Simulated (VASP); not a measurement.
A run of VASP 6.6.1 is set up as follows.

The input INCAR:

```
ALGO     = Normal         # electronic algorithm
EDIFF    = 1E-7           # SCF threshold, eV
ENCUT    = 520            # plane-wave cutoff, eV
GGA      = PE             # functional
ISIF     = 2              # what is computed and relaxed
ISMEAR   = -1             # smearing method
IVDW     = 12             # dispersion correction
LASPH    = T              # aspherical terms in the spheres
LCHARG   = T              # write CHGCAR
LELF     = T              # ELF
LREAL    = Auto         
LVHAR    = T            
LWAVE    = F              # write WAVECAR
NBANDS   = 86             # bands
NELM     = 60             # most SCF steps
PREC     = Accurate       # precision mode
SIGMA    = 0.02           # smearing width, eV
```

The input KPOINTS:

```
k-points
0
Gamma
  1 1 1
```

Contents of POSCAR:

```
C
1.0
    9.8640002408      0.0000000000      0.0000000000
   -4.9320001204      8.5424747915      0.0000000000
    0.0000000000      0.0000000000     11.0000000000
C
32
Direct
    0.0000000000      0.0000000000      0.0909091000
    0.1666666667      0.0833333333      0.0909091000
    0.0000000000      0.2500000000      0.0909091000
    0.1666666667      0.3333333333      0.0909091000
    0.0000000000      0.5000000000      0.0909091000
    0.1666666667      0.5833333333      0.0909091000
    0.0000000000      0.7500000000      0.0909091000
    0.1666666667      0.8333333333      0.0909091000
    0.2500000000      0.0000000000      0.0909091000
    0.4166666667      0.0833333333      0.0909091000
    0.2500000000      0.2500000000      0.0909091000
    0.4166666667      0.3333333333      0.0909091000
    0.2500000000      0.5000000000      0.0909091000
    0.4166666667      0.5833333333      0.0909091000
    0.2500000000      0.7500000000      0.0909091000
    0.4166666667      0.8333333333      0.0909091000
    0.5000000000      0.0000000000      0.0909091000
    0.6666666667      0.0833333333      0.0909091000
    0.5000000000      0.2500000000      0.0909091000
    0.6666666667      0.3333333333      0.0909091000
    0.5000000000      0.5000000000      0.0909091000
    0.6666666667      0.5833333333      0.0909091000
    0.5000000000      0.7500000000      0.0909091000
    0.6666666667      0.8333333333      0.0909091000
    0.7500000000      0.0000000000      0.0909091000
    0.9166666667      0.0833333333      0.0909091000
    0.7500000000      0.2500000000      0.0909091000
    0.9166666667      0.3333333333      0.0909091000
    0.7500000000      0.5000000000      0.0909091000
    0.9166666667      0.5833333333      0.0909091000
    0.7500000000      0.7500000000      0.0909091000
    0.9166666667      0.8333333333      0.0909091000
```

Potentials or basis: VASP PAW PBE potentials, release 64 (C).

Run with:

```console
$ cat potpaw_PBE.64/C/POTCAR > POTCAR
$ mpirun -np 1 vasp_gam > vasp.out
```

(1) What does it give for the dispersion energy per atom?

(2) Predict the band gap on the k mesh.

Results:

(1) -0.089 eV.

(2) 4.04 eV.

Caveat: the k points lie up to 0.74 Å⁻¹ apart.
